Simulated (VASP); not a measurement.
# SnTe (Fm-3m) in VASP: vibrations by perturbation theory with PBE

Aim: the vibrations by perturbation theory of SnTe with PBE.

Program: VASP 6.6.1. These are calculated values, not measurements. Logs are shortened: lines on timing, memory, paths and dates and some standing lists are left out, and cuts for length are marked.

**1. The cell of the first run**

The structure is cubic, space group Fm-3m (No. 225). The conventional cell has a = 6.302 Å, b = 6.302 Å, c = 6.302 Å, α = 90.00°, β = 90.00°, γ = 90.00°. Within 4.1 Å of Sn (site symmetry m-3m) lie 6 Te at 3.15 Å. Te (site symmetry m-3m) has 6 Sn at 3.15 Å within 4.1 Å.

**2. Vibrations by perturbation theory, PBE**

Input file INCAR:

```
SYSTEM = SnTe
PREC = Accurate
ENCUT = 500
EDIFF = 1E-8
ISMEAR = 0
SIGMA = 0.01
LREAL = .FALSE.
LASPH = .TRUE.
NELM = 120
ALGO = Normal
ISIF = 2
LWAVE = .FALSE.
LCHARG = .FALSE.
GGA = PE
NBANDS = 17
IBRION = 8
NSW = 1
GGA_COMPAT = .FALSE.
```

Input file KPOINTS:

```
Automatic mesh
0
G
  3 3 3
  0 0 0
```

Input file POSCAR:

```
SnTe
1.0
    0.0000000000      3.1508500000      3.1508500000
    3.1508500000      0.0000000000      3.1508500000
    3.1508500000      3.1508500000      0.0000000000
Sn Te
1 1
Direct
    0.0000000000      0.0000000000      0.0000000000
    0.5000000000      0.5000000000      0.5000000000
```

Potentials or basis: VASP PAW PBE potentials, release 64 (Sn_d, Te).

On the command line:

```console
cat potpaw_PBE.64/Sn_d/POTCAR potpaw_PBE.64/Te/POTCAR > POTCAR
mpirun -np 1 vasp_std > vasp.out
```

OUTCAR:

```text
SYSTEM = SnTe
   PREC = Accurate
   ENCUT = 500
   EDIFF = 1E-8
   ISMEAR = 0
   LREAL = .FALSE.
   LASPH = .TRUE.
   NELM = 120
   ISIF = 2
   GGA = PE
   IBRION = 8
   NSW = 1

 ion  position               nearest neighbor table
   1  0.000  0.000  0.000-   2 3.15   2 3.15   2 3.15   2 3.15   2 3.15   2 3.15
   2  0.500  0.500  0.500-   1 3.15   1 3.15   1 3.15   1 3.15   1 3.15   1 3.15

  LATTYP: Found a face centered cubic cell.
 ALAT       =     6.3017000000

  Lattice vectors:

 A1 = (   0.0000000000,   3.1508500000,   3.1508500000)
 A2 = (   3.1508500000,   0.0000000000,   3.1508500000)
 A3 = (   3.1508500000,   3.1508500000,   0.0000000000)

Analysis of symmetry for initial positions (statically):
=====================================================================
 Subroutine PRICEL returns:
 Original cell was already a primitive cell.

 Routine SETGRP: Setting up the symmetry group for a
 face centered cubic supercell.

 Subroutine GETGRP returns: Found 48 space group operations
 (whereof 48 operations were pure point group operations)
 out of a pool of 48 trial point group operations.

The static configuration has the point symmetry O_h .

Analysis of symmetry for dynamics (positions and initial velocities):
=====================================================================
 Subroutine PRICEL returns:
 Original cell was already a primitive cell.

 Routine SETGRP: Setting up the symmetry group for a
 face centered cubic supercell.

 Subroutine GETGRP returns: Found 48 space group operations
 (whereof 48 operations were pure point group operations)
 out of a pool of 48 trial point group operations.

The dynamic configuration has the point symmetry O_h .

 Subroutine INISYM returns: Found 48 space group operations
 (whereof 48 operations are pure point group operations),
 and found     1 'primitive' translations

----------------------------------------------------------------------------------------

                                     Primitive cell

  volume of cell :      62.5624

  direct lattice vectors                    reciprocal lattice vectors
     0.000000000  3.150850000  3.150850000    -0.158687338  0.158687338  0.158687338
     3.150850000  0.000000000  3.150850000     0.158687338 -0.158687338  0.158687338
     3.150850000  3.150850000  0.000000000     0.158687338  0.158687338 -0.158687338

  length of vectors
     4.455974803  4.455974803  4.455974803     0.274854533  0.274854533  0.274854533

  position of ions in fractional coordinates (direct lattice)
     0.000000000  0.000000000  0.000000000
     0.500000000  0.500000000  0.500000000

  ion indices of the primitive-cell ions
   primitive index   ion index
                 1           1
                 2           2

----------------------------------------------------------------------------------------

 KPOINTS: Automatic mesh

Automatic generation of k-mesh.
 Grid dimensions read from file:
 generate k-points for:    3    3    3

 Generating k-lattice:

  Cartesian coordinates                     Fractional coordinates (reciprocal lattice)
    -0.052895779  0.052895779  0.052895779     0.333333333  0.000000000  0.000000000
     0.052895779 -0.052895779  0.052895779     0.000000000  0.333333333  0.000000000
     0.052895779  0.052895779 -0.052895779     0.000000000  0.000000000  0.333333333

  Length of vectors
     0.091618178  0.091618178  0.091618178

  Shift w.r.t. Gamma in fractional coordinates (k-lattice)
     0.000000000  0.000000000  0.000000000

 Subroutine IBZKPT returns following result:
 ===========================================

 Found      4 irreducible k-points:

 Following reciprocal coordinates:
            Coordinates               Weight
  0.000000  0.000000  0.000000      1.000000
  0.333333  0.000000  0.000000      8.000000
  0.333333  0.333333  0.000000      6.000000
 -0.333333  0.333333  0.000000     12.000000
   k-points           NKPTS =      4   k-points in BZ     NKDIM =      4   number of bands    NBANDS=     17
   number of dos      NEDOS =    301   number of ions     NIONS =      2
   total plane-waves  NPLWV =  32768
   dimension x,y,z NGX =    32 NGY =   32 NGZ =   32
   dimension x,y,z NGXF=    64 NGYF=   64 NGZF=   64
   ions per type =               1   1
   NGX,Y,Z   is equivalent  to a cutoff of  11.94, 11.94, 11.94 a.u.
   NGXF,Y,Z  is equivalent  to a cutoff of  23.88, 23.88, 23.88 a.u.
 SYSTEM =  SnTe
   PREC   = accura    normal or accurate (medium, high low for compatibility)
   ISTART =      0    job   : 0-new  1-cont  2-samecut
   ICHARG =      2    charge: 1-file 2-atom 10-const
   ISPIN  =      1    spin polarized calculation?
   LNONCOLLINEAR =      F non collinear calculations
   LSORBIT =      F    spin-orbit coupling
   LASPH  =      T    aspherical Exc in radial PAW
   ENCUT  =  500.0 eV  36.75 Ry    6.06 a.u.   8.12  8.12  8.12*2*pi/ulx,y,z
   NELM   =    120;   NELMIN=  2; NELMDL= -5     # of ELM steps
   EDIFF  = 0.1E-07   stopping-criterion for ELM
   LREAL  =      F    real-space projection
   EDIFFG = 0.1E-06   stopping-criterion for IOM
   NSW    =      1    number of steps for IOM
   IBRION =      8    ionic relax: 0-MD 1-quasi-New 2-CG
   NFREE  =      0    steps in history (QN), initial steepest desc. (CG)
   ISIF   =      2    stress and relaxation
   ISYM   =      2    0-nonsym 1-usesym 2-fastsym
   POTIM  = 0.5000    time-step for ionic-motion
   TEBEG  =    0.0;   TEEND  =   0.0 temperature during run
   PSTRESS=    0.0 pullay stress
   NELECT =      20.0000    total number of electrons
   NUPDOWN=      -1.0000    fix difference up-down
   EMIN   =  10.00;   EMAX   =-10.00  energy-range for DOS
   EFERMI =   0.00;   METHOD = LEGACY
   ISMEAR =     0;   SIGMA  =   0.01  broadening in eV -4-tet -1-fermi 0-gaus
   EFERMI_NEDOS =   21; number of points for ismear=-14 and -15
   IALGO  =     38    algorithm
   IMIX   =      4    mixing-type and parameters
     AMIX     =   0.40;   BMIX     =  1.00
     AMIX_MAG =   1.60;   BMIX_MAG =  1.00
  volume/ion in A,a.u.               =      31.28       211.10
  Fermi-wavevector in a.u.,A,eV,Ry     =   1.119387  2.115336 17.048485  1.253028
  Thomas-Fermi vector in A             =   2.256026
   LORBIT       =      0    0 simple, 1 ext, 2 COOP (PROOUT), +10 PAW based schemes
   GGA     = PE    functional components
   LHFCALC =     F    Hartree Fock is set to
   AEXX    =    0.0000 exact exchange contribution
   IVDW    =     0    specifies the selected vdW correction
   LEPSILON=     F    determine dielectric tensor
   LRPA    =     F    only Hartree local field effects (RPA)
 non-spin polarized calculation
 Gauss-broadening in eV      SIGMA  =   0.01
  energy-cutoff  :      500.00
  volume of cell :       62.56
 maximum number of plane-waves:      1639
   NGX = 17   NGY = 17   NGZ = 17

--------------------------------------- Ionic step        1  -------------------------------------------

 number of electron      20.0000011 magnetization

 Free energy of the ion-electron system (eV)
  ---------------------------------------------------
  ext. energy  EPLUGINS =         0.00000000
  ---------------------------------------------------
  free energy    TOTEN  =        -7.63304667 eV

  energy without entropy =       -7.63304667  energy(sigma->0) =       -7.63304667

 E-fermi :   6.4119     XC(G=0):  -9.5081

 val. band max:        6.3457589636   @ k =   0.3333   0.0000   0.0000
 cond. band min:       7.8976922333   @ k =   0.3333   0.0000   0.0000
 fundamental gap:      1.5519332697
 Fermi energy:         6.4119250866

 k-point     1 :       0.0000    0.0000    0.0000
  band No.  band energies     occupation
      1     -14.9777      2.00000
      2     -14.9777      2.00000
      3     -14.9704      2.00000
      4     -14.9704      2.00000
      5     -14.9704      2.00000
      6      -5.8612      2.00000
[... 9 lines left out ...]
     16      11.6955      0.00000
     17      13.7590      0.00000

 k-point     2 :       0.3333    0.0000    0.0000
  band No.  band energies     occupation
      1     -14.9813      2.00000
      2     -14.9813      2.00000
      3     -14.9692      2.00000
      4     -14.9654      2.00000
      5     -14.9654      2.00000
      6      -5.0279      2.00000
[... 9 lines left out ...]
     16      13.7762      0.00000
     17      17.6432      0.00000

 k-point     3 :       0.3333    0.3333    0.0000
  band No.  band energies     occupation
      1     -14.9901      2.00000
      2     -14.9741      2.00000
      3     -14.9733      2.00000
      4     -14.9624      2.00000
      5     -14.9624      2.00000
      6      -4.7866      2.00000
[... 9 lines left out ...]
     16      15.9365      0.00000
     17      16.1936      0.00000

 k-point     4 :      -0.3333    0.3333    0.0000
  band No.  band energies     occupation
      1     -14.9879      2.00000
      2     -14.9786      2.00000
      3     -14.9682      2.00000
      4     -14.9641      2.00000
      5     -14.9622      2.00000
      6      -4.2980      2.00000
[... 9 lines left out ...]
     16      14.5921      0.00000
     17      16.9026      0.00000

------------------------ aborting loop because EDIFF is reached ----------------------------------------

  FORCE on cell =-STRESS in cart. coord.  units (eV):
  Direction    XX          YY          ZZ          XY          YZ          ZX
  --------------------------------------------------------------------------------------
  -------------------------------------------------------------------------------------
  Total        0.8801839      0.8801839      0.8801839      0.0000000      0.0000000     -0.0000000
  in kB       22.5408783     22.5408783     22.5408783      0.0000000      0.0000000     -0.0000000
  external PRESSURE =      22.5408783 kB  Pullay stress =       0.0000000 kB

 VOLUME and BASIS-vectors are now :
 -----------------------------------------------------------------------------
  energy-cutoff  :      500.00
  volume of cell :       62.56
      direct lattice vectors                 reciprocal lattice vectors
     0.000000000  3.150850000  3.150850000    -0.158687338  0.158687338  0.158687338
     3.150850000  0.000000000  3.150850000     0.158687338 -0.158687338  0.158687338
     3.150850000  3.150850000  0.000000000     0.158687338  0.158687338 -0.158687338

 POSITION                                       TOTAL-FORCE (eV/Angst)
 -----------------------------------------------------------------------------------
      0.00000      0.00000      0.00000         0.000000     -0.000000     -0.000000
      3.15085      3.15085      3.15085        -0.000000      0.000000      0.000000
 -----------------------------------------------------------------------------------
    total drift:                                0.000000     -0.000000     -0.000000

  FREE ENERGIE OF THE ION-ELECTRON SYSTEM (eV)
  ---------------------------------------------------
  free  energy   TOTEN  =        -7.6330466740 eV

  energy  without entropy=       -7.6330466740  energy(sigma->0) =       -7.63304667

[... ionic steps 2 to 3 ...]

--------------------------------------- Ionic step        4  -------------------------------------------

------------------------ aborting loop because EDIFF is reached ----------------------------------------

[... ionic steps 5 to 6 ...]

--------------------------------------- Ionic step        7  -------------------------------------------

 Free energy of the ion-electron system (eV)
  ---------------------------------------------------
  ---------------------------------------------------
  free energy    TOTEN  =        -0.04800179 eV

  energy without entropy =       -0.04800179

------------------------ aborting loop because EDIFF is reached ----------------------------------------

 INTERNAL STRAIN TENSOR  FOR ION    2  DIRECTION 1   (eV/Angst):
 -----------------------------------------------------------------------------
     0.02860 -0.00000 -0.00000
     0.00000 -0.03390 -0.00000
    -0.00000 -0.00000 -0.03390

 INTERNAL STRAIN TENSOR FOR ION    2 for displacements in x,y,z  (eV/Angst):
          X           Y           Z          XY          YZ          ZX
  --------------------------------------------------------------------------------
  x     0.00000     0.00000     0.00000     0.00000     0.00000     0.00000
  y     0.00000     0.00000     0.00000     0.00000     0.00000     0.00000
  z     0.00000     0.00000     0.00000     0.00000     0.00000     0.00000

 SECOND DERIVATIVES (NOT SYMMETRIZED)
 ------------------------------------
               1X          1Y          1Z          2X          2Y          2Z
  1X     0.614364    0.000000    0.000000   -0.614364    0.000000    0.000000
  1Y     0.000000    0.614364    0.000000    0.000000   -0.614364    0.000000
  1Z     0.000000    0.000000    0.614364    0.000000    0.000000   -0.614364
  2X    -0.646424    0.000000    0.000000    0.646424    0.000000    0.000000
  2Y     0.000000   -0.646424    0.000000    0.000000    0.646424    0.000000
  2Z     0.000000    0.000000   -0.646424    0.000000    0.000000    0.646424

 Eigenvectors and eigenvalues of the dynamical matrix
 ----------------------------------------------------

   1 f  =    0.020119 THz     0.126412 2PiTHz    0.671102 cm-1     0.083206 meV
             X         Y         Z           dx          dy          dz
      0.000000  0.000000  0.000000     0.000000   -0.703324    0.000000
      3.150850  3.150850  3.150850     0.000000   -0.710869    0.000000

   2 f  =    0.020119 THz     0.126412 2PiTHz    0.671102 cm-1     0.083206 meV
             X         Y         Z           dx          dy          dz
      0.000000  0.000000  0.000000    -0.703324    0.000000    0.000000
      3.150850  3.150850  3.150850    -0.710869    0.000000    0.000000

   3 f  =    0.020119 THz     0.126412 2PiTHz    0.671102 cm-1     0.083206 meV
             X         Y         Z           dx          dy          dz
      0.000000  0.000000  0.000000     0.000000    0.000000   -0.703324
      3.150850  3.150850  3.150850     0.000000    0.000000   -0.710869

   4 f/i=    1.582212 THz     9.941328 2PiTHz   52.776897 cm-1     6.543498 meV
             X         Y         Z           dx          dy          dz
      0.000000  0.000000  0.000000     0.000000    0.710869    0.000000
      3.150850  3.150850  3.150850     0.000000   -0.703324    0.000000

   5 f/i=    1.582212 THz     9.941328 2PiTHz   52.776897 cm-1     6.543498 meV
             X         Y         Z           dx          dy          dz
      0.000000  0.000000  0.000000     0.000000    0.000000   -0.710869
      3.150850  3.150850  3.150850     0.000000    0.000000    0.703324

   6 f/i=    1.582212 THz     9.941328 2PiTHz   52.776897 cm-1     6.543498 meV
             X         Y         Z           dx          dy          dz
      0.000000  0.000000  0.000000    -0.710869    0.000000    0.000000
      3.150850  3.150850  3.150850     0.703324    0.000000    0.000000

--------------------------------------------------------------------------------------------------------

 ELASTIC MODULI CONTR FROM IONIC RELAXATION (kBar)
 Direction    XX          YY          ZZ          XY          YZ          ZX
 --------------------------------------------------------------------------------
 XX           0.0000      0.0000      0.0000      0.0000      0.0000      0.0000
 YY           0.0000      0.0000      0.0000      0.0000      0.0000      0.0000
 ZZ           0.0000      0.0000      0.0000      0.0000      0.0000      0.0000
 XY           0.0000      0.0000      0.0000      0.0000      0.0000      0.0000
 YZ           0.0000      0.0000      0.0000      0.0000      0.0000      0.0000
 ZX           0.0000      0.0000      0.0000      0.0000      0.0000      0.0000
 --------------------------------------------------------------------------------
```

Wall time 68 s (1 thread of AMD EPYC 7R13, shared host); peak memory 0.18 GiB.

Results:

* Highest phonon frequency at Γ, LO-TO splitting left out: 1 cm⁻¹
* Most unstable mode: 53i cm⁻¹

Phonon frequencies in cm⁻¹ (negative: imaginary):
```csv
q point,frequencies
"(0.000, 0.000, 0.000)",-53 -53 -53 1 1 1
```

Caveat: the k points lie up to 0.58 Å⁻¹ apart; the cell wasn't relaxed at this level first, which shifts response properties; some modes are imaginary; this odd mesh misses L, where the gap lies, so gap, dielectric constants and Born charges aren't listed; spin-orbit coupling is left out, which moves the levels of the heavy elements.
